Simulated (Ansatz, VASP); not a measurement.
## KI in VASP and in Ansatz

```
CELL_PARAMETERS angstrom
0.00000 3.73082 3.58733
3.73082 0.00000 3.58733
3.73082 3.73082 0.00000
ATOMIC_POSITIONS crystal
K 0.91108 0.91108 0.08892
I 0.52740 0.52740 0.47260
```

Change from the starting cell: mode 6 frozen in at -0.638 Å, equal normal strain along x and y +0.0400.

Alike in both runs: task single point; functional PBE; k mesh 6 × 6 × 6; occupations gaussian, width 0.05 eV; no spin polarisation.

```csv
,VASP,Ansatz
version,VASP 6.6.1,Ansatz 0.2.0
potentials or method,"VASP PAW PBE potentials, release 64 (K_sv, I), cutoff 520 eV","scalar-relativistic, plane waves, PAW"
valence electrons in the cell,16,26
```

Ansatz gave:

| Property | Result |
| --- | --- |
| gap on the k mesh at the Fermi level (eV) | 3.71 |
| least direct gap on the mesh (eV) | 3.71 |
| pressure (GPa) | 2.9 |
| traceless stress, the component that is largest in VASP (GPa) | 7.54 |
| rms of the force components (eV/Å) | 1.496 |

Question: What did VASP give for the same quantities?

Answer: gap on the k mesh at the Fermi level (eV): 3.71; least direct gap on the mesh (eV): 3.71; pressure (GPa): 2.9; traceless stress, the component that is largest in VASP (GPa): 7.62; rms of the force components (eV/Å): 1.512.

Atom by atom the forces differ by 0.016 eV/Å (rms over components). The functional is the same, so the differences come from potentials, cutoffs and numerics. VASP's potentials hold 16 valence electrons a cell and Ansatz's 26, so a difference there can come from the potentials and not from the codes.

Spin-orbit coupling is off throughout.
